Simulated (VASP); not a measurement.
# TiN (Fm-3m) in VASP: a series of runs

TiN is run at these levels: r2SCAN; tasks: single point.

Everything below comes from runs of VASP 6.6.1. Logs are shortened: lines on timing, memory, paths and dates and some standing lists are left out, and cuts for length are marked.

## Step 1: The cell of the first run

Symmetry: Fm-3m, No. 225, cubic system. The conventional cell has a = 4.241 Å, b = 4.241 Å, c = 4.241 Å, α = 90.00°, β = 90.00°, γ = 90.00°. Within 2.8 Å of Ti (site symmetry m-3m) lie 6 N at 2.12 Å. N (site symmetry m-3m) has 6 Ti at 2.12 Å within 2.8 Å.

## Step 2: Single point, r2SCAN, collinear spin

Contents of POSCAR:

```
TiN
1.0
    0.0000000000      2.1206234509      2.1206234509
    2.1206234509      0.0000000000      2.1206234509
    2.1206234509      2.1206234509      0.0000000000
Ti N
1 1
Direct
    0.0000000000      0.0000000000      0.0000000000
    0.5000000000      0.5000000000      0.5000000000
```

Contents of INCAR.step1:

```
PREC     = Accurate       # precision mode
ENCUT    = 520            # plane-wave cutoff, eV
ISMEAR   = 0              # smearing method
SIGMA    = 0.1            # smearing width, eV
LREAL    = False          # projectors in reciprocal space
LASPH    = True           # aspherical terms in the spheres
NELM     = 150            # most SCF steps
ISPIN    = 2              # spin polarisation
MAGMOM   = 1 0            # initial moments
LMAXMIX  = 4              # l up to which the mixer works
NBANDS   = 20             # bands
GGA      = PE             # functional
ALGO     = Normal         # electronic algorithm
EDIFF    = 1E-4           # SCF threshold, eV
LWAVE    = True           # write WAVECAR
LCHARG   = False          # write CHGCAR
```

Contents of INCAR.step2:

```
PREC     = Accurate       # precision mode
ENCUT    = 520            # plane-wave cutoff, eV
EDIFF    = 1E-6           # SCF threshold, eV
ISMEAR   = 0              # smearing method
SIGMA    = 0.1            # smearing width, eV
LREAL    = False          # projectors in reciprocal space
LASPH    = True           # aspherical terms in the spheres
NELM     = 150            # most SCF steps
ALGO     = Normal         # electronic algorithm
ISIF     = 2              # what is computed and relaxed
LWAVE    = False          # write WAVECAR
LCHARG   = True           # write CHGCAR
ISPIN    = 2              # spin polarisation
MAGMOM   = 1 0            # initial moments
LORBIT   = 11             # projections on sites
LMAXMIX  = 4              # l up to which the mixer works
METAGGA  = R2SCAN         # meta-GGA
LMIXTAU  = True         
LELF     = True           # ELF
LVHAR    = True         
NBANDS   = 20             # bands
ISTART   = 1
```

Contents of KPOINTS:

```
Automatic mesh
0
Gamma
  8 8 8
```

Potentials or basis: VASP PAW PBE potentials, release 64 (Ti_sv, N).

Launch:

```console
$ cat potpaw_PBE.64/Ti_sv/POTCAR potpaw_PBE.64/N/POTCAR > POTCAR
$ cp INCAR.step1 INCAR
$ mpirun -np 1 vasp_std > vasp.out
$ cp INCAR.step2 INCAR
$ mpirun -np 1 vasp_std > vasp.out
```

OUTCAR:

```text
PREC = Accurate
   ENCUT = 520
   EDIFF = 1E-6
   ISMEAR = 0
   LREAL = False
   LASPH = True
   NELM = 150
   ISIF = 2
   ISPIN = 2
   LORBIT = 11
   METAGGA = R2SCAN
   ISTART = 1

 ion  position               nearest neighbor table
   1  0.000  0.000  0.000-   2 2.12   2 2.12   2 2.12   2 2.12   2 2.12   2 2.12
   2  0.500  0.500  0.500-   1 2.12   1 2.12   1 2.12   1 2.12   1 2.12   1 2.12

  LATTYP: Found a face centered cubic cell.
 ALAT       =     4.2412469018

  Lattice vectors:

 A1 = (   0.0000000000,   2.1206234509,   2.1206234509)
 A2 = (   2.1206234509,   0.0000000000,   2.1206234509)
 A3 = (   2.1206234509,   2.1206234509,   0.0000000000)

Analysis of symmetry for initial positions (statically):
=====================================================================
 Subroutine PRICEL returns:
 Original cell was already a primitive cell.

 Routine SETGRP: Setting up the symmetry group for a
 face centered cubic supercell.

 Subroutine GETGRP returns: Found 48 space group operations
 (whereof 48 operations were pure point group operations)
 out of a pool of 48 trial point group operations.

The static configuration has the point symmetry O_h .

Analysis of symmetry for dynamics (positions and initial velocities):
=====================================================================
 Subroutine PRICEL returns:
 Original cell was already a primitive cell.

 Routine SETGRP: Setting up the symmetry group for a
 face centered cubic supercell.

 Subroutine GETGRP returns: Found 48 space group operations
 (whereof 48 operations were pure point group operations)
 out of a pool of 48 trial point group operations.

The dynamic configuration has the point symmetry O_h .

Analysis of structural, dynamic, and magnetic symmetry:
=====================================================================
 Subroutine PRICEL returns:
 Original cell was already a primitive cell.

 Routine SETGRP: Setting up the symmetry group for a
 face centered cubic supercell.

 Subroutine GETGRP returns: Found 48 space group operations
 (whereof 48 operations were pure point group operations)
 out of a pool of 48 trial point group operations.

The overall configuration has the point symmetry O_h .

 Subroutine INISYM returns: Found 48 space group operations
 (whereof 48 operations are pure point group operations),
 and found     1 'primitive' translations

----------------------------------------------------------------------------------------

                                     Primitive cell

  volume of cell :      19.0731

  direct lattice vectors                    reciprocal lattice vectors
     0.000000000  2.120623451  2.120623451    -0.235779718  0.235779718  0.235779718
     2.120623451  0.000000000  2.120623451     0.235779718 -0.235779718  0.235779718
     2.120623451  2.120623451  0.000000000     0.235779718  0.235779718 -0.235779718

  length of vectors
     2.999014445  2.999014445  2.999014445     0.408382452  0.408382452  0.408382452

  position of ions in fractional coordinates (direct lattice)
     0.000000000  0.000000000  0.000000000
     0.500000000  0.500000000  0.500000000

  ion indices of the primitive-cell ions
   primitive index   ion index
                 1           1
                 2           2

----------------------------------------------------------------------------------------

 KPOINTS: Automatic mesh

Automatic generation of k-mesh.
 Grid dimensions read from file:
 generate k-points for:    8    8    8

 Generating k-lattice:

  Cartesian coordinates                     Fractional coordinates (reciprocal lattice)
    -0.029472465  0.029472465  0.029472465     0.125000000  0.000000000  0.000000000
     0.029472465 -0.029472465  0.029472465     0.000000000  0.125000000  0.000000000
     0.029472465  0.029472465 -0.029472465     0.000000000  0.000000000  0.125000000

  Length of vectors
     0.051047806  0.051047806  0.051047806

  Shift w.r.t. Gamma in fractional coordinates (k-lattice)
     0.000000000  0.000000000  0.000000000

 Subroutine IBZKPT returns following result:
 ===========================================

 Found     29 irreducible k-points:

 Following reciprocal coordinates:
            Coordinates               Weight
  0.000000  0.000000  0.000000      1.000000
  0.125000  0.000000  0.000000      8.000000
  0.250000  0.000000  0.000000      8.000000
  0.375000  0.000000  0.000000      8.000000
  0.500000  0.000000  0.000000      4.000000
  0.125000  0.125000  0.000000      6.000000
[... 16 lines left out ...]
  0.500000  0.250000  0.125000     48.000000
 -0.375000  0.250000  0.125000     24.000000
 [... further k-points ...]
   k-points           NKPTS =     29   k-points in BZ     NKDIM =     29   number of bands    NBANDS=     20
   number of dos      NEDOS =    301   number of ions     NIONS =      2
   total plane-waves  NPLWV =  13824
   dimension x,y,z NGX =    24 NGY =   24 NGZ =   24
   dimension x,y,z NGXF=    48 NGYF=   48 NGZF=   48
   ions per type =               1   1
   NGX,Y,Z   is equivalent  to a cutoff of  13.30, 13.30, 13.30 a.u.
   NGXF,Y,Z  is equivalent  to a cutoff of  26.61, 26.61, 26.61 a.u.
 SYSTEM =  unknown system
   PREC   = accura    normal or accurate (medium, high low for compatibility)
   ISTART =      1    job   : 0-new  1-cont  2-samecut
   ICHARG =      0    charge: 1-file 2-atom 10-const
   ISPIN  =      2    spin polarized calculation?
   LNONCOLLINEAR =      F non collinear calculations
   LSORBIT =      F    spin-orbit coupling
   LASPH  =      T    aspherical Exc in radial PAW
   ENCUT  =  520.0 eV  38.22 Ry    6.18 a.u.   5.58  5.58  5.58*2*pi/ulx,y,z
   NELM   =    150;   NELMIN=  2; NELMDL=  0     # of ELM steps
   EDIFF  = 0.1E-05   stopping-criterion for ELM
   LREAL  =      F    real-space projection
   EDIFFG = 0.1E-04   stopping-criterion for IOM
   NSW    =      0    number of steps for IOM
   IBRION =     -1    ionic relax: 0-MD 1-quasi-New 2-CG
   NFREE  =      0    steps in history (QN), initial steepest desc. (CG)
   ISIF   =      2    stress and relaxation
   ISYM   =      2    0-nonsym 1-usesym 2-fastsym
   POTIM  = 0.5000    time-step for ionic-motion
   TEBEG  =    0.0;   TEEND  =   0.0 temperature during run
   PSTRESS=    0.0 pullay stress
   NELECT =      17.0000    total number of electrons
   NUPDOWN=      -1.0000    fix difference up-down
   EMIN   =  10.00;   EMAX   =-10.00  energy-range for DOS
   EFERMI =   0.00;   METHOD = LEGACY
   ISMEAR =     0;   SIGMA  =   0.10  broadening in eV -4-tet -1-fermi 0-gaus
   EFERMI_NEDOS =   21; number of points for ismear=-14 and -15
   IALGO  =     38    algorithm
   IMIX   =      4    mixing-type and parameters
     AMIX     =   0.40;   BMIX     =  1.00
     AMIX_MAG =   1.60;   BMIX_MAG =  1.00
  volume/ion in A,a.u.               =       9.54        64.36
  Fermi-wavevector in a.u.,A,eV,Ry     =   1.575497  2.977258 33.772256  2.482191
  Thomas-Fermi vector in A             =   2.676472
   LORBIT       =     11    0 simple, 1 ext, 2 COOP (PROOUT), +10 PAW based schemes
   METAGGA = R2SCAN    functional components
   LHFCALC =     F    Hartree Fock is set to
   AEXX    =    0.0000 exact exchange contribution
   IVDW    =     0    specifies the selected vdW correction
   LEPSILON=     F    determine dielectric tensor
   LRPA    =     F    only Hartree local field effects (RPA)
 spin polarized calculation
 Gauss-broadening in eV      SIGMA  =   0.10
  energy-cutoff  :      520.00
  volume of cell :       19.07
 maximum number of plane-waves:       531
 NGX is ok and might be reduce to    24
   NGX = 11   NGY = 11   NGZ = 11

 number of electron      17.0000002 magnetization       0.0000145

 Free energy of the ion-electron system (eV)
  ---------------------------------------------------
  ext. energy  EPLUGINS =         0.00000000
  ---------------------------------------------------
  free energy    TOTEN  =       -26.00448013 eV

  energy without entropy =      -25.99591572  energy(sigma->0) =      -26.00019792

 E-fermi :  11.6757     XC(G=0): -13.8777

 val. band max:       11.6264299136   @ k =   0.1250   0.0000   0.0000
 cond. band min:      11.6883927571   @ k =   0.3750   0.1250   0.0000
 fundamental gap:      0.0619628435
 Fermi energy:        11.6756740493

 spin component 1

 k-point     1 :       0.0000    0.0000    0.0000
  band No.  band energies     occupation
      1     -48.7008      1.00000
      2     -23.6380      1.00000
      3     -23.6379      1.00000
      4     -23.6379      1.00000
      5      -6.6087      1.00000
      6       9.2677      1.00000
[... 12 lines left out ...]
     19      39.5566      0.00000
     20      39.5566      0.00000

 k-point     2 :       0.1250    0.0000    0.0000
  band No.  band energies     occupation
      1     -48.6865      1.00000
      2     -23.7392      1.00000
      3     -23.6460      1.00000
      4     -23.6459      1.00000
      5      -6.3096      1.00000
      6       7.9046      1.00000
[... 12 lines left out ...]
     19      37.1443      0.00000
     20      37.1443      0.00000
[... 465 lines left out ...]
      3     -23.8391      1.00000
      4     -23.7282      1.00000
      5      -4.7023      1.00000
      6       4.3323      1.00000
[... 12 lines left out ...]
     19      37.4966      0.00000
     20      39.1545      0.00000

 k-point    24 :      -0.3750    0.2500    0.1250
  band No.  band energies     occupation
      1     -48.5865      1.00000
      2     -24.1890      1.00000
      3     -23.8535      1.00000
      4     -23.7473      1.00000
      5      -4.4847      1.00000
      6       4.1140      1.00000
[... 12 lines left out ...]
     19      35.8363      0.00000
     20      39.9224      0.00000

 [... further k-points ...]

 spin component 2

 k-point     1 :       0.0000    0.0000    0.0000
  band No.  band energies     occupation
      1     -48.7008      1.00000
      2     -23.6380      1.00000
      3     -23.6379      1.00000
      4     -23.6379      1.00000
      5      -6.6087      1.00000
      6       9.2677      1.00000
[... 12 lines left out ...]
     19      39.5566      0.00000
     20      39.5566      0.00000

 k-point     2 :       0.1250    0.0000    0.0000
  band No.  band energies     occupation
      1     -48.6865      1.00000
      2     -23.7392      1.00000
      3     -23.6460      1.00000
      4     -23.6459      1.00000
      5      -6.3096      1.00000
      6       7.9046      1.00000
[... 12 lines left out ...]
     19      37.1443      0.00000
     20      37.1444      0.00000
[... 465 lines left out ...]
      3     -23.8391      1.00000
      4     -23.7282      1.00000
      5      -4.7023      1.00000
      6       4.3323      1.00000
[... 12 lines left out ...]
     19      37.4966      0.00000
     20      39.1545      0.00000

 k-point    24 :      -0.3750    0.2500    0.1250
  band No.  band energies     occupation
      1     -48.5865      1.00000
      2     -24.1890      1.00000
      3     -23.8534      1.00000
      4     -23.7473      1.00000
      5      -4.4847      1.00000
      6       4.1140      1.00000
[... 12 lines left out ...]
     19      35.8363      0.00000
     20      39.9224      0.00000

 [... further k-points ...]

------------------------ aborting loop because EDIFF is reached ----------------------------------------

  FORCE on cell =-STRESS in cart. coord.  units (eV):
  Direction    XX          YY          ZZ          XY          YZ          ZX
  --------------------------------------------------------------------------------------
  -------------------------------------------------------------------------------------
  Total       -0.0052653     -0.0052653     -0.0052653     -0.0000000     -0.0000000      0.0000000
  in kB       -0.4422919     -0.4422919     -0.4422919     -0.0000000     -0.0000000      0.0000000
  external PRESSURE =      -0.4422919 kB  Pullay stress =       0.0000000 kB

 VOLUME and BASIS-vectors are now :
 -----------------------------------------------------------------------------
  energy-cutoff  :      520.00
  volume of cell :       19.07
      direct lattice vectors                 reciprocal lattice vectors
     0.000000000  2.120623451  2.120623451    -0.235779718  0.235779718  0.235779718
     2.120623451  0.000000000  2.120623451     0.235779718 -0.235779718  0.235779718
     2.120623451  2.120623451  0.000000000     0.235779718  0.235779718 -0.235779718

 POSITION                                       TOTAL-FORCE (eV/Angst)
 -----------------------------------------------------------------------------------
      0.00000      0.00000      0.00000         0.000000     -0.000000      0.000000
      2.12062      2.12062      2.12062        -0.000000      0.000000     -0.000000
 -----------------------------------------------------------------------------------
    total drift:                                0.000000     -0.000000     -0.000000

  FREE ENERGIE OF THE ION-ELECTRON SYSTEM (eV)
  ---------------------------------------------------
  free  energy   TOTEN  =       -26.0044801268 eV

  energy  without entropy=      -25.9959157228  energy(sigma->0) =      -26.00019792

 total charge

# of ion       s       p       d       tot
------------------------------------------
    1        2.180   6.229   1.936  10.345
    2        1.256   2.541   0.000   3.797
--------------------------------------------------
tot          3.436   8.770   1.936  14.141

 magnetization (x)

# of ion       s       p       d       tot
------------------------------------------
    1        0.000   0.000   0.000   0.000
    2        0.000   0.000   0.000   0.000
--------------------------------------------------
tot          0.000   0.000   0.000   0.000
```

It took 2.6 min on 1 thread of Intel Xeon 8259CL, shared host; peak memory 0.17 GiB.

What came out:

```
Free energy                                           : -26.0045 eV
Pressure                                              : 0.0 GPa
Net moment                                            : 0.00 μB per cell
Valence electrons inside the program's atomic spheres : Ti 10.35; N 3.80
```

Caveat: the PAW data sets were made with another functional, which shifts forces and pressure a little.

## Step 3: Single point, r2SCAN

This run uses another cell than the first one, of 9.48 Å³/atom.

Contents of POSCAR:

```
TiN
1.0
    0.0000000000      2.1162487664      2.1162487664
    2.1162487664      0.0000000000      2.1162487664
    2.1162487664      2.1162487664      0.0000000000
Ti N
1 1
Direct
    0.0000000000      0.0000000000      0.0000000000
    0.5000000000      0.5000000000      0.5000000000
```

Contents of INCAR.step1:

```
SYSTEM = TiN
  PREC = Accurate
  ENCUT = 520
  ISMEAR = 0
  SIGMA = 0.1
  LREAL = .FALSE.
  LASPH = .TRUE.
  NELM = 100
  NBANDS = 16
  GGA = PE
  ALGO = Normal
  EDIFF = 1E-4
  LWAVE = .TRUE.
  LCHARG = .FALSE.
```

Contents of INCAR.step2:

```
SYSTEM = TiN
  PREC = Accurate
  ENCUT = 520
  EDIFF = 1E-7
  ISMEAR = 0
  SIGMA = 0.1
  LREAL = .FALSE.
  LASPH = .TRUE.
  NELM = 100
  ALGO = Normal
  ISIF = 2
  LWAVE = .FALSE.
  LCHARG = .TRUE.
  METAGGA = R2SCAN
  LMIXTAU = .TRUE.
  LELF = .TRUE.
  LVHAR = .TRUE.
  NBANDS = 16
  ISTART = 1
```

Contents of KPOINTS:

```
Automatic mesh
0
G
  22 22 22
  0 0 0
```

Potentials or basis: VASP PAW PBE potentials, release 64 (Ti_sv, N).

Launch:

```console
$ cat potpaw_PBE.64/Ti_sv/POTCAR potpaw_PBE.64/N/POTCAR > POTCAR
$ cp INCAR.step1 INCAR
$ mpirun -np 1 vasp_std > vasp.out
$ cp INCAR.step2 INCAR
$ mpirun -np 1 vasp_std > vasp.out
```

It took 6.1 min on 1 thread of Intel Xeon 8259CL, shared host; peak memory 0.23 GiB.

It converged, with:

```
Free energy            : -26.0160 eV
Pressure               : 1.5 GPa
Band gap on the k mesh : zero (an odd number of electrons rules out a gap without spin polarisation)
```

Levels at points of the mesh, in eV from the Fermi level:
```
           k point  band 6  band 7  band 8  band 9  band 10  band 11  band 12  band 13
(0.00, 0.00, 0.00)   -2.38   -2.38   -2.38   -0.62    -0.62    -0.62     0.59     0.59
(0.50, 0.00, 0.00)   -8.54   -5.94   -5.94    1.76     1.76     2.46     5.99     5.99
(0.50, 0.50, 0.00)   -6.28   -3.62   -3.62   -3.12     1.68     2.47     2.47     3.75
```

Caveat: the PAW data sets were made with another functional, which shifts forces and pressure a little.

The gap in the log of VASP goes by the Fermi energy; the results here count the filled bands.